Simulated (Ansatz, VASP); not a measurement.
**WS2: VASP beside Ansatz**

INCAR

```
SYSTEM = WS2
ALGO = Normal
EDIFF = 1E-6
ENCUT = 520
GGA = PE
ISIF = 2
ISMEAR = 0
LASPH = .TRUE.
LCHARG = .FALSE.
LREAL = .FALSE.
LWAVE = .FALSE.
NBANDS = 35
NELM = 80
PREC = Accurate
SIGMA = 0.02
```

File KPOINTS:

```
k-points
0
G
  12 12 2
  0 0 0
```

File POSCAR:

```
WS2
1.0
    3.1877212961      0.0000000000      0.0000000000
   -1.5938606480      2.7606476226      0.0000000000
    0.0000000000      0.0000000000     14.8563299668
W S
2 4
Direct
    0.3333333333      0.6666666667      0.2500000000
    0.6666666667      0.3333333333      0.7500000000
    0.3333333333      0.6666666667      0.6442469363
    0.6666666667      0.3333333333      0.1442469363
    0.3333333333      0.6666666667      0.8557530637
    0.6666666667      0.3333333333      0.3557530637
```

Input for Ansatz:

```yaml
crystal:
  lattice:
    - [3.1877212961, 0.0, 0.0]
    - [-1.593860648, 2.7606476226, 0.0]
    - [0.0, 0.0, 14.8563299668]
  atoms:
    - { symbol: W, position: [0.3333333333, 0.6666666667, 0.25] }
    - { symbol: W, position: [0.6666666667, 0.3333333333, 0.75] }
    - { symbol: S, position: [0.3333333333, 0.6666666667, 0.6442469363] }
    - { symbol: S, position: [0.6666666667, 0.3333333333, 0.1442469363] }
    - { symbol: S, position: [0.3333333333, 0.6666666667, 0.8557530637] }
    - { symbol: S, position: [0.6666666667, 0.3333333333, 0.3557530637] }
basis:
  ecutwfc: 420
kpoints:
  mp_grid: { grid: [12, 12, 2] }
  band_path:
    path:
      - [[0.0, 0.0, 0.0], [0.5, 0.0, 0.0], [0.33333333, 0.33333333, 0.0], [0.0, 0.0, 0.0], [0.0, 0.0, 0.5], [0.5, 0.0, 0.5], [0.33333333, 0.33333333, 0.5], [0.0, 0.0, 0.5]]
      - [[0.5, 0.0, 0.5], [0.5, 0.0, 0.0]]
      - [[0.33333333, 0.33333333, 0.5], [0.33333333, 0.33333333, 0.0]]
    npoints: 14
hamiltonian:
  xc: pbe
scf:
  occupations: { method: gaussian, width: 0.02 }
  n_extra_bands: 15
output:
  forces: true
  stress: true
  eigenvalues: true
  populations: true
  dos: { projected: true, de: 0.02, nscf_kmesh: { grid: [18, 18, 3] } }
  bader: true
  write_density: true
  write_potential: true
  elf: true
  volumetric_format: npy
```

Alike in both runs: task single point; functional PBE; k mesh 12 × 12 × 2; occupations gaussian, width 0.02 eV; no spin polarisation.

|  | VASP | Ansatz |
| --- | --- | --- |
| version | VASP 6.6.1 | Ansatz 0.2.0 |
| potentials or method | VASP PAW PBE potentials, release 64 (W_sv, S), cutoff 520 eV | scalar-relativistic, plane waves, PAW |
| valence electrons in the cell | 52 | 52 |

Ansatz gave:

- gap on the k mesh at the Fermi level (eV): 1.63
- least direct gap on the mesh (eV): 1.80
- pressure (GPa): 0.0

Which values does VASP return?

gap on the k mesh at the Fermi level (eV): 1.64; least direct gap on the mesh (eV): 1.80; pressure (GPa): 0.0.

Spin-orbit coupling is off throughout.
